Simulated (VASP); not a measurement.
# Mo (Immm) in VASP: further runs

Runs on Mo. Level: PBE. Tasks: single point.

Program: VASP 6.6.1. These are calculated values, not measurements. Logs are shortened: lines on timing, memory, paths and dates and some standing lists are left out, and cuts for length are marked.

## Step 1: The cell of the first run

It takes space group Immm (No. 71, orthorhombic). The conventional cell has a = 2.571 Å, b = 3.392 Å, c = 3.519 Å, α = 90.00°, β = 90.00°, γ = 90.00°. Within 3.4 Å of Mo (site symmetry mmm) lie 12 Mo at 2.57 to 3.39 Å.

## Step 2: Single point, PBE

File INCAR:

```
  PREC = Accurate
  ENCUT = 520
  EDIFF = 1E-6
  ISMEAR = 0
  SIGMA = 0.15
  LREAL = F
  LASPH = T
  NELM = 100
  ALGO = Fast
  ISIF = 2
  LWAVE = F
  LCHARG = F
  GGA = PE
  NBANDS = 13
```

File KPOINTS:

```
Automatic mesh
0
Gamma
  20 20 20
```

File POSCAR:

```
Mo
1.0
   -1.2852832727      1.7593534538      1.6960650846
    1.2852832727     -1.7593534538      1.6960650846
    1.2852832727      1.7593534538     -1.6960650846
Mo
1
Direct
    0.0000000000      0.0000000000      0.0000000000
```

Potentials or basis: VASP PAW PBE potentials, release 64 (Mo_sv).

Started as:

```sh
$ cat potpaw_PBE.64/Mo_sv/POTCAR > POTCAR
$ mpirun -np 1 vasp_std > vasp.out
```

OUTCAR:

```text
PREC = Accurate
   ENCUT = 520
   EDIFF = 1E-6
   ISMEAR = 0
   LREAL = F
   LASPH = T
   NELM = 100
   ISIF = 2
   GGA = PE

 ion  position               nearest neighbor table
   1  0.000  0.000  0.000-

  LATTYP: Found a body centered orthorhombic cell.
 ALAT       =     2.5705665454
 B/A-ratio  =     1.3196041064
 C/A-ratio  =     1.3688449007

  Lattice vectors:

 A1 = (   1.2852832727,  -1.7593534538,  -1.6960650846)
 A2 = (  -1.2852832727,  -1.7593534538,   1.6960650846)
 A3 = (  -1.2852832727,   1.7593534538,  -1.6960650846)

Analysis of symmetry for initial positions (statically):
=====================================================================
 Subroutine PRICEL returns:
 Original cell was already a primitive cell.

 Routine SETGRP: Setting up the symmetry group for a
 body centered orthorhombic supercell.

 Subroutine GETGRP returns: Found  8 space group operations
 (whereof  8 operations were pure point group operations)
 out of a pool of  8 trial point group operations.

The static configuration has the point symmetry D_2h.

Analysis of symmetry for dynamics (positions and initial velocities):
=====================================================================
 Subroutine PRICEL returns:
 Original cell was already a primitive cell.

 Routine SETGRP: Setting up the symmetry group for a
 body centered orthorhombic supercell.

 Subroutine GETGRP returns: Found  8 space group operations
 (whereof  8 operations were pure point group operations)
 out of a pool of  8 trial point group operations.

The dynamic configuration has the point symmetry D_2h.

 Subroutine INISYM returns: Found  8 space group operations
 (whereof  8 operations are pure point group operations),
 and found     1 'primitive' translations

----------------------------------------------------------------------------------------

                                     Primitive cell

  volume of cell :      15.3410

  direct lattice vectors                    reciprocal lattice vectors
    -1.285283273  1.759353454  1.696065085     0.000000000  0.284195310  0.294800008
     1.285283273 -1.759353454  1.696065085     0.389019301  0.000000000  0.294800008
     1.285283273  1.759353454 -1.696065085     0.389019301  0.284195310  0.000000000

  length of vectors
     2.761143683  2.761143683  2.761143683     0.409480181  0.488101486  0.481770682

  position of ions in fractional coordinates (direct lattice)
     0.000000000  0.000000000  0.000000000

  ion indices of the primitive-cell ions
   primitive index   ion index
                 1           1

----------------------------------------------------------------------------------------

 KPOINTS: Automatic mesh

Automatic generation of k-mesh.
 Grid dimensions read from file:
 generate k-points for:   20   20   20

 Generating k-lattice:

  Cartesian coordinates                     Fractional coordinates (reciprocal lattice)
     0.000000000  0.014209765  0.014740000     0.050000000  0.000000000 -0.000000000
     0.019450965  0.000000000  0.014740000     0.000000000  0.050000000  0.000000000
     0.019450965  0.014209765  0.000000000    -0.000000000  0.000000000  0.050000000

  Length of vectors
     0.020474009  0.024405074  0.024088534

  Shift w.r.t. Gamma in fractional coordinates (k-lattice)
     0.000000000  0.000000000  0.000000000

 Subroutine IBZKPT returns following result:
 ===========================================

 Found   1166 irreducible k-points:

 Following reciprocal coordinates:
            Coordinates               Weight
  0.000000  0.000000  0.000000      1.000000
  0.050000 -0.000000  0.000000      4.000000
  0.100000  0.000000  0.000000      4.000000
  0.150000 -0.000000  0.000000      4.000000
  0.200000  0.000000  0.000000      4.000000
  0.250000  0.000000 -0.000000      4.000000
[... 16 lines left out ...]
 -0.450000  0.050000  0.000000      8.000000
 -0.400000  0.050000 -0.000000      8.000000
 [... further k-points ...]
   k-points           NKPTS =   1166   k-points in BZ     NKDIM =   1166   number of bands    NBANDS=     13
   number of dos      NEDOS =    301   number of ions     NIONS =      1
   total plane-waves  NPLWV =  13824
   dimension x,y,z NGX =    24 NGY =   24 NGZ =   24
   dimension x,y,z NGXF=    48 NGYF=   48 NGZF=   48
   ions per type =               1
   NGX,Y,Z   is equivalent  to a cutoff of  14.45, 14.45, 14.45 a.u.
   NGXF,Y,Z  is equivalent  to a cutoff of  28.90, 28.90, 28.90 a.u.
 SYSTEM =  unknown system
   PREC   = accura    normal or accurate (medium, high low for compatibility)
   ISTART =      0    job   : 0-new  1-cont  2-samecut
   ICHARG =      2    charge: 1-file 2-atom 10-const
   ISPIN  =      1    spin polarized calculation?
   LNONCOLLINEAR =      F non collinear calculations
   LSORBIT =      F    spin-orbit coupling
   LASPH  =      T    aspherical Exc in radial PAW
   ENCUT  =  520.0 eV  38.22 Ry    6.18 a.u.   5.13  5.13  5.13*2*pi/ulx,y,z
   NELM   =    100;   NELMIN=  2; NELMDL= -5     # of ELM steps
   EDIFF  = 0.1E-05   stopping-criterion for ELM
   LREAL  =      F    real-space projection
   EDIFFG = 0.1E-04   stopping-criterion for IOM
   NSW    =      0    number of steps for IOM
   IBRION =     -1    ionic relax: 0-MD 1-quasi-New 2-CG
   NFREE  =      0    steps in history (QN), initial steepest desc. (CG)
   ISIF   =      2    stress and relaxation
   ISYM   =      2    0-nonsym 1-usesym 2-fastsym
   POTIM  = 0.5000    time-step for ionic-motion
   TEBEG  =    0.0;   TEEND  =   0.0 temperature during run
   PSTRESS=    0.0 pullay stress
   NELECT =      14.0000    total number of electrons
   NUPDOWN=      -1.0000    fix difference up-down
   EMIN   =  10.00;   EMAX   =-10.00  energy-range for DOS
   EFERMI =   0.00;   METHOD = LEGACY
   ISMEAR =     0;   SIGMA  =   0.15  broadening in eV -4-tet -1-fermi 0-gaus
   EFERMI_NEDOS =   21; number of points for ismear=-14 and -15
   IALGO  =     68    algorithm
   IMIX   =      4    mixing-type and parameters
     AMIX     =   0.40;   BMIX     =  1.00
     AMIX_MAG =   1.60;   BMIX_MAG =  1.00
  volume/ion in A,a.u.               =      15.34       103.53
  Fermi-wavevector in a.u.,A,eV,Ry     =   1.587935  3.000762 34.307596  2.521537
  Thomas-Fermi vector in A             =   2.687016
   LORBIT       =      0    0 simple, 1 ext, 2 COOP (PROOUT), +10 PAW based schemes
   GGA     = PE    functional components
   LHFCALC =     F    Hartree Fock is set to
   AEXX    =    0.0000 exact exchange contribution
   IVDW    =     0    specifies the selected vdW correction
   LEPSILON=     F    determine dielectric tensor
   LRPA    =     F    only Hartree local field effects (RPA)
 non-spin polarized calculation
 RMM-DIIS sequential band-by-band and
 Gauss-broadening in eV      SIGMA  =   0.15
  energy-cutoff  :      520.00
  volume of cell :       15.34
 maximum number of plane-waves:       427
 NGX is ok and might be reduce to    24
   NGX = 11   NGY = 11   NGZ = 11

 number of electron      14.0000002 magnetization

 Free energy of the ion-electron system (eV)
  ---------------------------------------------------
  ext. energy  EPLUGINS =         0.00000000
  ---------------------------------------------------
  free energy    TOTEN  =       -10.40487721 eV

  energy without entropy =      -10.39508142  energy(sigma->0) =      -10.39997932

 E-fermi :  12.8558     XC(G=0): -13.4516

 val. band max:       12.8542104010   @ k =  -0.3500   0.4500   0.1500
 cond. band min:      12.8558368415   @ k =  -0.2500   0.4500   0.2500
 fundamental gap:      0.0016264405
 Fermi energy:        12.8558172885

 k-point     1 :       0.0000    0.0000    0.0000
  band No.  band energies     occupation
      1     -48.3276      2.00000
      2     -21.6825      2.00000
      3     -21.6482      2.00000
      4     -21.1183      2.00000
      5       5.6718      2.00000
      6       9.5918      2.00000
      7      11.4427      2.00000
      8      13.6155      0.00000
      9      13.8517      0.00000
     10      16.0122      0.00000
     11      26.3999      0.00000
     12      26.9315      0.00000
     13      33.3947      0.00000

 k-point     2 :       0.0500   -0.0000    0.0000
  band No.  band energies     occupation
      1     -48.3225      2.00000
      2     -21.7081      2.00000
      3     -21.6564      2.00000
      4     -21.1239      2.00000
      5       5.7652      2.00000
      6       9.6308      2.00000
      7      11.3975      2.00000
      8      13.6317      0.00000
      9      13.8825      0.00000
     10      15.9430      0.00000
     11      26.5088      0.00000
     12      27.0079      0.00000
     13      33.5221      0.00000

 k-point     3 :       0.1000    0.0000    0.0000
  band No.  band energies     occupation
      1     -48.3078      2.00000
      2     -21.8082      2.00000
      3     -21.6537      2.00000
      4     -21.1400      2.00000
      5       6.0327      2.00000
      6       9.7459      2.00000
      7      11.2794      2.00000
      8      13.6041      0.00000
      9      14.0516      0.00000
     10      15.7502      0.00000
     11      26.7817      0.00000
     12      27.1800      0.00000
     13      33.8998      0.00000

 k-point     4 :       0.1500   -0.0000    0.0000
  band No.  band energies     occupation
      1     -48.2848      2.00000
      2     -21.9680      2.00000
      3     -21.6434      2.00000
      4     -21.1650      2.00000
      5       6.4350      2.00000
      6       9.9321      2.00000
      7      11.1391      2.00000
      8      13.5050      0.00000
      9      14.3865      0.00000
     10      15.4712      0.00000
     11      26.9861      0.00000
     12      27.3573      0.00000
     13      33.9161      0.00000

 k-point     5 :       0.2000    0.0000    0.0000
  band No.  band energies     occupation
      1     -48.2557      2.00000
      2     -22.1666      2.00000
      3     -21.6295      2.00000
      4     -21.1963      2.00000
      5       6.9012      2.00000
      6      10.1762      2.00000
      7      11.0574      2.00000
      8      13.3692      0.00000
      9      14.8489      0.00000
     10      15.1504      0.00000
     11      26.7207      0.00000
     12      27.5430      0.00000
     13      33.9139      0.00000
[... 257 lines left out ...]
 k-point    22 :       0.5000    0.0500   -0.0000
  band No.  band energies     occupation
      1     -48.1116      2.00000
      2     -23.0295      2.00000
      3     -21.5755      2.00000
      4     -21.3823      2.00000
      5       7.9119      2.00000
      6      11.4584      2.00000
      7      12.6672      1.92464
      8      12.7437      1.70966
      9      14.1919      0.00000
     10      17.7604      0.00000
     11      23.0851      0.00000
     12      26.8564      0.00000
     13      30.9123      0.00000

 k-point    23 :      -0.4500    0.0500    0.0000
  band No.  band energies     occupation
      1     -48.1219      2.00000
      2     -22.9671      2.00000
      3     -21.5800      2.00000
      4     -21.3715      2.00000
      5       7.9221      2.00000
      6      11.3457      2.00000
      7      12.4985      1.99924
      8      12.7049      1.84530
      9      14.1990      0.00000
     10      17.4958      0.00000
     11      23.4221      0.00000
     12      26.9838      0.00000
     13      31.4406      0.00000

 k-point    24 :      -0.4000    0.0500   -0.0000
  band No.  band energies     occupation
      1     -48.1415      2.00000
      2     -22.8478      2.00000
      3     -21.5890      2.00000
      4     -21.3509      2.00000
      5       7.9151      2.00000
      6      11.1125      2.00000
      7      12.1140      2.00000
      8      12.7779      1.53761
      9      14.2581      0.00000
     10      17.0185      0.00000
     11      24.0325      0.00000
     12      27.2168      0.00000
     13      32.3993      0.00000

 [... further k-points ...]
[... 5 lines left out ...]
  --------------------------------------------------------------------------------------
  -------------------------------------------------------------------------------------
  Total        3.7044065      0.8668293      0.7000045      0.0000000      0.0000000      0.0000000
  in kB      386.8786495     90.5294164     73.1066671      0.0000000      0.0000000      0.0000000
  external PRESSURE =     183.5049110 kB  Pullay stress =       0.0000000 kB

 VOLUME and BASIS-vectors are now :
 -----------------------------------------------------------------------------
  energy-cutoff  :      520.00
  volume of cell :       15.34
      direct lattice vectors                 reciprocal lattice vectors
    -1.285283273  1.759353454  1.696065085     0.000000000  0.284195310  0.294800008
     1.285283273 -1.759353454  1.696065085     0.389019301  0.000000000  0.294800008
     1.285283273  1.759353454 -1.696065085     0.389019301  0.284195310  0.000000000

 POSITION                                       TOTAL-FORCE (eV/Angst)
 -----------------------------------------------------------------------------------
      0.00000      0.00000      0.00000         0.000000      0.000000      0.000000
 -----------------------------------------------------------------------------------
    total drift:                                0.000000     -0.000000      0.000000

  FREE ENERGIE OF THE ION-ELECTRON SYSTEM (eV)
  ---------------------------------------------------
  free  energy   TOTEN  =       -10.4048772071 eV

  energy  without entropy=      -10.3950814237  energy(sigma->0) =      -10.39997932
```

It took 5.7 min on 1 thread of AMD EPYC 7R43 (Zen 3), shared host; peak memory 0.28 GiB.

Results:

- Free energy: -10.4049 eV
- Pressure: 18.4 GPa
- Band gap on the k mesh: zero (band 7 reaches 17.12 eV, above the bottom of band 8 at 11.17 eV)

Stress tensor (GPa, compression positive):
```
38.69  0.00  0.00
 0.00  9.05  0.00
 0.00  0.00  7.31
```

Levels at points of the mesh, in eV from the Fermi level:
| k point | band 5 | band 6 | band 7 | band 8 | band 9 | band 10 |
| --- | --- | --- | --- | --- | --- | --- |
| (0.00, 0.00, 0.00) | -7.18 | -3.26 | -1.41 | 0.76 | 1.00 | 3.16 |
| (0.50, 0.00, 0.00) | -5.07 | -1.44 | -0.09 | 0.30 | 1.11 | 4.77 |
| (0.00, 0.50, 0.00) | -5.48 | -4.45 | 1.55 | 3.19 | 4.24 | 5.00 |
| (0.50, 0.50, 0.00) | -5.42 | -4.12 | 1.00 | 2.95 | 4.06 | 4.93 |
| (0.50, 0.50, 0.50) | -5.80 | -5.18 | 4.26 | 4.37 | 4.79 | 6.40 |

Caveat: the cell differs from its parent crystal (strain +e along x and -e along y -0.1500, strain +e along z and -e/2 along x and y +0.0733).

[end of part 1 of 2]
